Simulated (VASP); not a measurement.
# BN (P6_3mc) in VASP: a series of runs

BN is run at these levels: PBE; tasks: single point.

Program: VASP 6.6.1. These are calculated values, not measurements. Logs are shortened: lines on timing, memory, paths and dates and some standing lists are left out, and cuts for length are marked.

## Step 1: The cell of the first run

It takes space group P6_3mc (No. 186, hexagonal). The conventional cell has a = 2.536 Å, b = 2.536 Å, c = 4.199 Å, α = 90.00°, β = 90.00°, γ = 120.00°. B (site symmetry 3m) has 4 N at 1.56 to 1.57 Å within 2.1 Å. N (site symmetry 3m) has 4 B at 1.56 to 1.57 Å within 2.1 Å.

## Step 2: Single point, PBE

Input file INCAR:

```
SYSTEM = BN
PREC = Accurate
ENCUT = 600
EDIFF = 1E-6
ISMEAR = 0
SIGMA = 0.01
LREAL = .False.
LASPH = .True.
NELM = 120
ALGO = Normal
ISIF = 2
LWAVE = .False.
LCHARG = .False.
GGA = PE
NBANDS = 16
GGA_COMPAT = .False.
```

Input file KPOINTS:

```
Automatic mesh
0
Gamma
  6 6 4
  0 0 0
```

Input file POSCAR:

```
BN
1.0
    2.5360000000      0.0000000000      0.0000000000
   -1.2680000000      2.1962404240      0.0000000000
    0.0000000000      0.0000000000      4.1990000000
B N
2 2
Direct
    0.6666666667      0.3333333333      0.0000000000
    0.3333333333      0.6666666667      0.5000000000
    0.6666666667      0.3333333333      0.3750000000
    0.3333333333      0.6666666667      0.8750000000
```

Potentials or basis: VASP PAW PBE potentials, release 64 (B, N).

On the command line:

```console
$ cat potpaw_PBE.64/B/POTCAR potpaw_PBE.64/N/POTCAR > POTCAR
$ mpirun -np 1 vasp_std > vasp.out
```

OUTCAR:

```text
SYSTEM = BN
   PREC = Accurate
   ENCUT = 600
   EDIFF = 1E-6
   ISMEAR = 0
   LREAL = .False.
   LASPH = .True.
   NELM = 120
   ISIF = 2
   GGA = PE

 ion  position               nearest neighbor table
   1  0.667  0.333  0.000-   4 1.56   4 1.56   4 1.56   3 1.57
   2  0.333  0.667  0.500-   3 1.56   3 1.56   3 1.56   4 1.57
   3  0.667  0.333  0.375-   2 1.56   2 1.56   2 1.56   1 1.57
   4  0.333  0.667  0.875-   1 1.56   1 1.56   1 1.56   2 1.57

  LATTYP: Found a hexagonal cell.
 ALAT       =     2.5360000000
 C/A-ratio  =     1.6557570978

  Lattice vectors:

 A1 = (   2.5360000000,   0.0000000000,   0.0000000000)
 A2 = (  -1.2680000000,   2.1962404240,   0.0000000000)
 A3 = (   0.0000000000,   0.0000000000,   4.1990000000)

Analysis of symmetry for initial positions (statically):
=====================================================================
 Subroutine PRICEL returns:
 Original cell was already a primitive cell.

 Routine SETGRP: Setting up the symmetry group for a
 hexagonal supercell.

 Subroutine GETGRP returns: Found 12 space group operations
 (whereof  6 operations were pure point group operations)
 out of a pool of 24 trial point group operations.

The static configuration has the point symmetry C_3v.
 The point group associated with its full space group is C_6v.

Analysis of symmetry for dynamics (positions and initial velocities):
=====================================================================
 Subroutine PRICEL returns:
 Original cell was already a primitive cell.

 Routine SETGRP: Setting up the symmetry group for a
 hexagonal supercell.

 Subroutine GETGRP returns: Found 12 space group operations
 (whereof  6 operations were pure point group operations)
 out of a pool of 24 trial point group operations.

The dynamic configuration has the point symmetry C_3v.
 The point group associated with its full space group is C_6v.

 Subroutine INISYM returns: Found 12 space group operations
 (whereof  6 operations are pure point group operations),
 and found     1 'primitive' translations

----------------------------------------------------------------------------------------

                                     Primitive cell

  volume of cell :      23.3870

  direct lattice vectors                    reciprocal lattice vectors
     2.536000000  0.000000000  0.000000000     0.394321767  0.227661778  0.000000000
    -1.268000000  2.196240424  0.000000000     0.000000000  0.455323556  0.000000000
     0.000000000  0.000000000  4.199000000     0.000000000  0.000000000  0.238151941

  length of vectors
     2.536000000  2.536000000  4.199000000     0.455323556  0.455323556  0.238151941

  position of ions in fractional coordinates (direct lattice)
     0.666666667  0.333333333  0.000000000
     0.333333333  0.666666667  0.500000000
     0.666666667  0.333333333  0.375000000
     0.333333333  0.666666667  0.875000000

  ion indices of the primitive-cell ions
   primitive index   ion index
                 1           1
                 2           2
                 3           3
                 4           4

----------------------------------------------------------------------------------------

 KPOINTS: Automatic mesh

Automatic generation of k-mesh.
 Grid dimensions read from file:
 generate k-points for:    6    6    4

 Generating k-lattice:

  Cartesian coordinates                     Fractional coordinates (reciprocal lattice)
     0.065720294  0.037943630  0.000000000     0.166666667  0.000000000  0.000000000
     0.000000000  0.075887259  0.000000000     0.000000000  0.166666667  0.000000000
     0.000000000  0.000000000  0.059537985     0.000000000  0.000000000  0.250000000

  Length of vectors
     0.075887259  0.075887259  0.059537985

  Shift w.r.t. Gamma in fractional coordinates (k-lattice)
     0.000000000  0.000000000  0.000000000

 Subroutine IBZKPT returns following result:
 ===========================================

 Found     21 irreducible k-points:

 Following reciprocal coordinates:
            Coordinates               Weight
  0.000000  0.000000  0.000000      1.000000
  0.166667  0.000000  0.000000      6.000000
  0.333333  0.000000  0.000000      6.000000
  0.500000  0.000000  0.000000      3.000000
  0.166667  0.166667  0.000000      6.000000
  0.333333  0.166667  0.000000     12.000000
[... 13 lines left out ...]
  0.333333  0.166667  0.500000     12.000000
  0.333333  0.333333  0.500000      2.000000
   k-points           NKPTS =     21   k-points in BZ     NKDIM =     21   number of bands    NBANDS=     16
   number of dos      NEDOS =    301   number of ions     NIONS =      4
   total plane-waves  NPLWV =  14400
   dimension x,y,z NGX =    20 NGY =   20 NGZ =   36
   dimension x,y,z NGXF=    40 NGYF=   40 NGZF=   72
   ions per type =               2   2
   NGX,Y,Z   is equivalent  to a cutoff of  13.11, 13.11, 14.25 a.u.
   NGXF,Y,Z  is equivalent  to a cutoff of  26.22, 26.22, 28.51 a.u.
 SYSTEM =  BN
   PREC   = accura    normal or accurate (medium, high low for compatibility)
   ISTART =      0    job   : 0-new  1-cont  2-samecut
   ICHARG =      2    charge: 1-file 2-atom 10-const
   ISPIN  =      1    spin polarized calculation?
   LNONCOLLINEAR =      F non collinear calculations
   LSORBIT =      F    spin-orbit coupling
   LASPH  =      T    aspherical Exc in radial PAW
   ENCUT  =  600.0 eV  44.10 Ry    6.64 a.u.   5.07  5.07  8.39*2*pi/ulx,y,z
   NELM   =    120;   NELMIN=  2; NELMDL= -5     # of ELM steps
   EDIFF  = 0.1E-05   stopping-criterion for ELM
   LREAL  =      F    real-space projection
   EDIFFG = 0.1E-04   stopping-criterion for IOM
   NSW    =      0    number of steps for IOM
   IBRION =     -1    ionic relax: 0-MD 1-quasi-New 2-CG
   NFREE  =      0    steps in history (QN), initial steepest desc. (CG)
   ISIF   =      2    stress and relaxation
   ISYM   =      2    0-nonsym 1-usesym 2-fastsym
   POTIM  = 0.5000    time-step for ionic-motion
   TEBEG  =    0.0;   TEEND  =   0.0 temperature during run
   PSTRESS=    0.0 pullay stress
   NELECT =      16.0000    total number of electrons
   NUPDOWN=      -1.0000    fix difference up-down
   EMIN   =  10.00;   EMAX   =-10.00  energy-range for DOS
   EFERMI =   0.00;   METHOD = LEGACY
   ISMEAR =     0;   SIGMA  =   0.01  broadening in eV -4-tet -1-fermi 0-gaus
   EFERMI_NEDOS =   21; number of points for ismear=-14 and -15
   IALGO  =     38    algorithm
   IMIX   =      4    mixing-type and parameters
     AMIX     =   0.40;   BMIX     =  1.00
     AMIX_MAG =   1.60;   BMIX_MAG =  1.00
  volume/ion in A,a.u.               =       5.85        39.46
  Fermi-wavevector in a.u.,A,eV,Ry     =   1.442524  2.725976 28.312044  2.080877
  Thomas-Fermi vector in A             =   2.561035
   LORBIT       =      0    0 simple, 1 ext, 2 COOP (PROOUT), +10 PAW based schemes
   GGA     = PE    functional components
   LHFCALC =     F    Hartree Fock is set to
   AEXX    =    0.0000 exact exchange contribution
   IVDW    =     0    specifies the selected vdW correction
   LEPSILON=     F    determine dielectric tensor
   LRPA    =     F    only Hartree local field effects (RPA)
 non-spin polarized calculation
 Gauss-broadening in eV      SIGMA  =   0.01
  energy-cutoff  :      600.00
  volume of cell :       23.39
 maximum number of plane-waves:       801
   NGX = 11   NGY = 11   NGZ = 17

 number of electron      16.0000003 magnetization

 Free energy of the ion-electron system (eV)
  ---------------------------------------------------
  ext. energy  EPLUGINS =         0.00000000
  ---------------------------------------------------
  free energy    TOTEN  =       -34.82214535 eV

  energy without entropy =      -34.82214535  energy(sigma->0) =      -34.82214535

 E-fermi :   7.7237     XC(G=0): -12.8629

 val. band max:        7.6817072129   @ k =   0.0000   0.0000   0.0000
 cond. band min:      12.8800747483   @ k =   0.3333   0.3333   0.0000
 fundamental gap:      5.1983675354
 Fermi energy:         7.7237082345

 k-point     1 :       0.0000    0.0000    0.0000
  band No.  band energies     occupation
      1     -12.8374      2.00000
      2      -8.6437      2.00000
      3      -3.3271      2.00000
      4       5.5470      2.00000
      5       5.5470      2.00000
      6       7.4333      2.00000
[... 8 lines left out ...]
     15      19.6669      0.00000
     16      24.0225      0.00000

 k-point     2 :       0.1667    0.0000    0.0000
  band No.  band energies     occupation
      1     -12.2321      2.00000
      2      -8.1903      2.00000
      3      -2.7280      2.00000
      4       3.1726      2.00000
      5       4.5884      2.00000
      6       5.6816      2.00000
[... 8 lines left out ...]
     15      21.2784      0.00000
     16      23.1074      0.00000

 k-point     3 :       0.3333    0.0000    0.0000
  band No.  band energies     occupation
      1     -10.5181      2.00000
      2      -7.2194      2.00000
      3      -1.0751      2.00000
      4      -0.5799      2.00000
      5       2.1160      2.00000
      6       3.2047      2.00000
[... 8 lines left out ...]
     15      23.6247      0.00000
     16      24.2426      0.00000

 k-point     4 :       0.5000    0.0000    0.0000
  band No.  band energies     occupation
      1      -8.6928      2.00000
      2      -7.4082      2.00000
      3      -1.8787      2.00000
      4      -0.1881      2.00000
      5       0.7274      2.00000
      6       2.6529      2.00000
[... 8 lines left out ...]
     15      24.2659      0.00000
     16      25.6726      0.00000

 k-point     5 :       0.1667    0.1667    0.0000
  band No.  band energies     occupation
      1     -11.0659      2.00000
      2      -7.4390      2.00000
      3      -1.5796      2.00000
      4       1.0282      2.00000
      5       1.9564      2.00000
      6       4.0243      2.00000
[... 8 lines left out ...]
     15      23.3060      0.00000
     16      23.6580      0.00000

 k-point     6 :       0.3333    0.1667    0.0000
  band No.  band energies     occupation
      1      -9.0427      2.00000
      2      -6.9714      2.00000
      3      -1.3297      2.00000
      4       0.2298      2.00000
      5       0.5351      2.00000
      6       1.6468      2.00000
[... 8 lines left out ...]
     15      23.7233      0.00000
     16      24.3532      0.00000
[... 210 lines left out ...]
 k-point    18 :       0.5000    0.0000    0.5000
  band No.  band energies     occupation
      1      -7.9403      2.00000
      2      -7.9403      2.00000
      3      -2.4184      2.00000
      4      -2.4184      2.00000
      5       3.8756      2.00000
      6       3.8756      2.00000
[... 8 lines left out ...]
     15      24.2687      0.00000
     16      24.2687      0.00000

 k-point    19 :       0.1667    0.1667    0.5000
  band No.  band energies     occupation
      1      -9.7204      2.00000
      2      -9.7204      2.00000
      3       1.0337      2.00000
      4       1.0337      2.00000
      5       3.3291      2.00000
      6       3.3291      2.00000
[... 8 lines left out ...]
     15      22.6450      0.00000
     16      22.6450      0.00000

 k-point    20 :       0.3333    0.1667    0.5000
  band No.  band energies     occupation
      1      -8.0688      2.00000
      2      -8.0688      2.00000
      3      -1.4614      2.00000
      4      -1.4614      2.00000
      5       2.0671      2.00000
      6       2.0671      2.00000
[... 8 lines left out ...]
     15      24.0688      0.00000
     16      24.0688      0.00000

 k-point    21 :       0.3333    0.3333    0.5000
  band No.  band energies     occupation
      1      -7.3187      2.00000
      2      -7.3187      2.00000
      3      -1.2080      2.00000
      4      -1.2080      2.00000
      5      -0.1398      2.00000
      6      -0.1398      2.00000
[... 8 lines left out ...]
     15      24.5274      0.00000
     16      24.5274      0.00000

------------------------ aborting loop because EDIFF is reached ----------------------------------------

  FORCE on cell =-STRESS in cart. coord.  units (eV):
  Direction    XX          YY          ZZ          XY          YZ          ZX
  --------------------------------------------------------------------------------------
  -------------------------------------------------------------------------------------
  Total        1.2345913      1.2345913      1.0416211      0.0000000      0.0000000      0.0000000
  in kB       84.5782719     84.5782719     71.3584377      0.0000000      0.0000000      0.0000000
  external PRESSURE =      80.1716605 kB  Pullay stress =       0.0000000 kB

 VOLUME and BASIS-vectors are now :
 -----------------------------------------------------------------------------
  energy-cutoff  :      600.00
  volume of cell :       23.39
      direct lattice vectors                 reciprocal lattice vectors
     2.536000000  0.000000000  0.000000000     0.394321767  0.227661778  0.000000000
    -1.268000000  2.196240424  0.000000000     0.000000000  0.455323556  0.000000000
     0.000000000  0.000000000  4.199000000     0.000000000  0.000000000  0.238151941

 POSITION                                       TOTAL-FORCE (eV/Angst)
 -----------------------------------------------------------------------------------
      1.26800      0.73208      0.00000         0.000000     -0.000000      0.052976
     -0.00000      1.46416      2.09950        -0.000000     -0.000000      0.052976
      1.26800      0.73208      1.57462        -0.000000      0.000000     -0.052976
     -0.00000      1.46416      3.67413         0.000000     -0.000000     -0.052976
 -----------------------------------------------------------------------------------
    total drift:                                0.000000     -0.000000     -0.000239

  FREE ENERGIE OF THE ION-ELECTRON SYSTEM (eV)
  ---------------------------------------------------
  free  energy   TOTEN  =       -34.8221453547 eV

  energy  without entropy=      -34.8221453547  energy(sigma->0) =      -34.82214535
```

Wall time 15 s (1 thread of Intel Xeon 8259CL, shared host); peak memory 0.14 GiB.

What came out:

```
Free energy            : -34.8221 eV
Pressure               : 8.0 GPa
Largest force          : 0.053 eV/Å
Band gap on the k mesh : 5.20 eV (least direct gap 8.39 eV)
```

Forces in eV/Å, atoms in the order of the input:
```
B    0.000  0.000  0.053
B    0.000  0.000  0.053
N    0.000  0.000 -0.053
N    0.000  0.000 -0.053
```

Levels at points of the mesh, in eV from the valence-band top:
| k point | band 4 | band 5 | band 6 | band 7 | band 8 | band 9 | band 10 | band 11 | band 12 | band 13 |
| --- | --- | --- | --- | --- | --- | --- | --- | --- | --- | --- |
| (0.00, 0.00, 0.00) | -2.13 | -2.13 | -0.25 | 0.00 | 0.00 | 8.44 | 8.44 | 8.62 | 9.69 | 10.97 |
| (0.50, 0.00, 0.00) | -7.87 | -6.95 | -5.03 | -4.44 | -2.14 | 6.77 | 8.01 | 10.71 | 11.61 | 13.00 |
| (0.00, 0.00, 0.50) | -5.75 | -1.18 | -1.18 | -1.18 | -1.18 | 9.61 | 9.61 | 10.00 | 10.00 | 10.00 |
| (0.50, 0.00, 0.50) | -10.10 | -3.81 | -3.81 | -3.59 | -3.59 | 6.64 | 6.64 | 10.11 | 10.11 | 14.42 |

Caveat: the k points lie up to 0.48 Å⁻¹ apart. As with any semilocal functional, this PBE gap is likely too small.

(Continued in part 2 of 2.)
